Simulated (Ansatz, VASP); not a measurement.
## One calculation of WC, two programs

```
CELL_PARAMETERS angstrom
2.65469 0.00000 0.00000
0.00000 2.65469 0.00000
0.00000 0.00000 4.10623
ATOMIC_POSITIONS crystal
W 0.00000 0.00000 0.35360
C 0.00000 0.00000 0.85359
```

Alike in both runs: functional PBE; k mesh 7 × 7 × 4; occupations gaussian, width 0.2 eV; no spin polarisation.

Ansatz relaxed the structure, and its values are those at the end. VASP's run is a single point on that final structure, the one shown.

|  | VASP | Ansatz |
| --- | --- | --- |
| version | VASP 6.6.1 | Ansatz 0.2.0 |
| potentials or method | VASP PAW PBE potentials, release 64 (W_sv, C), cutoff 600 eV | scalar-relativistic, plane waves, PAW |
| valence electrons in the cell | 18 | 18 |

```tsv
	VASP	Ansatz	Ansatz less VASP
gap on the k mesh at the Fermi level (eV)	none	none	-
pressure (GPa)	0.3	-0.1	-0.37
```

A gap of «none» marks a metal or a gap that the smearing closes. With one functional, cell and mesh, what is left measures potentials, basis and numerics.

The k mesh is coarse, so the values compare programs but aren't converged. Neither program's run includes spin-orbit coupling.
